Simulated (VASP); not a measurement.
Wanted: the native input for a VASP 6.6.1 run.

| Quantity | Value |
| --- | --- |
| Task | single point |
| Functional | PBEsol |
| Potentials or basis | VASP PAW PBE potentials, release 64 (Re) |
| Cutoff | 520 eV |
| k mesh | 21 × 21 × 12 |
| Occupations | gaussian, width 0.15 eV |
| Spin | no spin polarisation |
| Dipole correction | no |
| Further INCAR settings | ALGO = Normal; EDIFF = 1e-06; NBANDS = 14 |

The structure of Re lies in POSCAR:

```
Re
1.0
    2.6022811641      0.0000000000      0.0000000000
   -1.3011405821      2.2536415959      0.0000000000
    0.0000000000      0.0000000000      5.0517561441
Re
2
Direct
    0.3333333333      0.6666666667      0.2500000000
    0.6666666667      0.3333333333      0.7500000000
```

This cell differs from its parent crystal: ratio of the length along z to the lengths across it x 1.2, volume and fractional coordinates fixed.

These files were run (other wordings do the same):

INCAR

```
PREC = Accurate
ENCUT = 520
EDIFF = 1E-6
ISMEAR = 0
SIGMA = 0.15
LREAL = False
LASPH = True
NELM = 100
ALGO = Normal
ISIF = 2
LWAVE = False
LCHARG = False
GGA = PS
NBANDS = 14
```

KPOINTS

```
regular mesh
0
Gamma
  21 21 12
```

Potentials or basis: VASP PAW PBE potentials, release 64 (Re).

The run is started by

```bash
$ cat potpaw_PBE.64/Re/POTCAR > POTCAR
$ mpirun -np 1 vasp_std > vasp.out
```

Results of the run:

- Pressure: 7.6 GPa
- Band gap on the k mesh: zero (band 7 reaches 9.51 eV, above the bottom of band 8 at 6.40 eV)

Caveat: the PAW data sets were made with another functional, which shifts forces and pressure a little; spin-orbit coupling is left out, which moves the levels of the heavy elements.

It took 3.4 min on 1 thread of Oxide Virtual Turin-like Processor, on a shared host, peak memory 0.21 GiB.
